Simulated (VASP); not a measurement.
Write the native input for VASP 6.6.1 that does the following.

* Task: single point
* Functional: PBE
* Potentials or basis: VASP PAW PBE potentials, release 64 (Ta_pv, Si, B)
* Cutoff: 520 eV
* k mesh: 4 × 4 × 6
* Occupations: gaussian, width 0.1 eV
* Spin: no spin polarisation
* Dipole correction: no
* Further INCAR settings: ALGO = Normal; EDIFF = 1e-06; NBANDS = 30

The structure of Ta2Si4B lies in POSCAR:

```
Ta2Si4B
1.0
    5.4987968929      0.0000000000      0.0000000000
    0.0000000000      5.4987968929      0.0000000000
    0.0000000000      0.0000000000      3.6630232756
Ta Si B
2 4 1
Direct
    0.5000000000      0.0000000000      0.5000000000
    0.0000000000      0.5000000000      0.5000000000
    0.2625855652      0.2625855652      0.0000000000
    0.7374144348      0.2625855652      0.0000000000
    0.7374144348      0.7374144348      0.0000000000
    0.2625855652      0.7374144348      0.0000000000
    0.0000000000      0.0000000000      0.0000000000
```

The input as run:

INCAR

```
PREC = Accurate
ENCUT = 520
EDIFF = 1E-6
ISMEAR = 0
SIGMA = 0.1
LREAL = F
LASPH = T
NELM = 60
ALGO = Normal
ISIF = 2
LWAVE = F
LCHARG = F
GGA = PE
NBANDS = 30
```

KPOINTS

```
regular mesh
0
Gamma
  4 4 6
```

Potentials or basis: VASP PAW PBE potentials, release 64 (Ta_pv, Si, B).

Launch:

```bash
$ cat potpaw_PBE.64/Ta_pv/POTCAR potpaw_PBE.64/Si/POTCAR potpaw_PBE.64/B/POTCAR > POTCAR
$ mpirun -np 1 vasp_std > vasp.out
```

It gave:

```json
{
  "Pressure": "-0.1 GPa",
  "Largest force": "0.055 eV/Å"
}
```

Wall time 2.3 min on 1 thread of Intel(R) Xeon(R) Platinum 8259CL CPU @ 2.50GHz (Skylake/Cascade Lake), with other jobs on the host, peak memory 0.25 GiB.
